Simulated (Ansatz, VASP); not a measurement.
One calculation of V, two programs

```
V
1.0
     0.00000    2.61092    2.61092
     2.61092    0.00000    2.61092
     2.61092    2.61092    0.00000
V
2
Direct
  0.12500 0.12500 0.12500
  0.87500 0.87500 0.87500
```

Alike in both runs: task single point; functional revPBE; k mesh 11 × 11 × 11; occupations fermi-dirac, width 0.1 eV; no spin polarisation.

|  | VASP | Ansatz |
| --- | --- | --- |
| version | VASP 6.6.1 | Ansatz 0.2.0 |
| potentials or method | VASP PAW PBE potentials, release 64 (V_sv), cutoff 520 eV | plane waves (420 eV) with PAW, scalar-relativistic |
| valence electrons in the cell | 26 | 26 |

```tsv
	VASP	Ansatz	Ansatz less VASP
pressure (GPa)	6.2	5.6	-0.62
```

VASP's potentials were made for PBE, not for revPBE. With one functional, cell and mesh, what is left measures potentials, basis and numerics.
